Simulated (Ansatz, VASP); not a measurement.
## One calculation of Mg, two programs

```
Mg
1.0
     3.14657    0.00000    0.00000
    -1.57329    2.72501    0.00000
     0.00000    0.00000    5.03869
Mg
2
Direct
  0.33333 0.66667 0.25000
  0.66667 0.33333 0.75000
```

Alike in both runs: task relaxation of cell and atoms; functional LDA; k mesh 15 × 15 × 8; occupations fermi-dirac, width 0.15 eV; no spin polarisation.

|  | VASP | Ansatz |
| --- | --- | --- |
| version | VASP 6.6.1 | Ansatz 0.2.0 |
| potentials or method | VASP PAW LDA potentials, release 64 (Mg), cutoff 600 eV | scalar-relativistic, plane waves, PAW |
| valence electrons in the cell | 4 | 20 |

|  | VASP | Ansatz | Ansatz less VASP |
| --- | --- | --- | --- |
| gap on the k mesh at the Fermi level, each at its own relaxed structure (eV) | none | none | - |
| relaxed volume (Å³/atom) | 21.48 | 21.65 | +0.176 |
| relaxed cell length with the largest relative difference (Å) | 3.135 | 3.144 | +0.0086 |

Ansatz warns that its potentials were made for another functional, while VASP's fit it. LDA's correlation is that of Perdew and Zunger in VASP and of Perdew and Wang (1992) in Ansatz. A gap of «none» marks a metal or a gap that the smearing closes. VASP's potentials hold 4 valence electrons a cell and Ansatz's 20, so a difference there can come from the potentials and not from the codes.
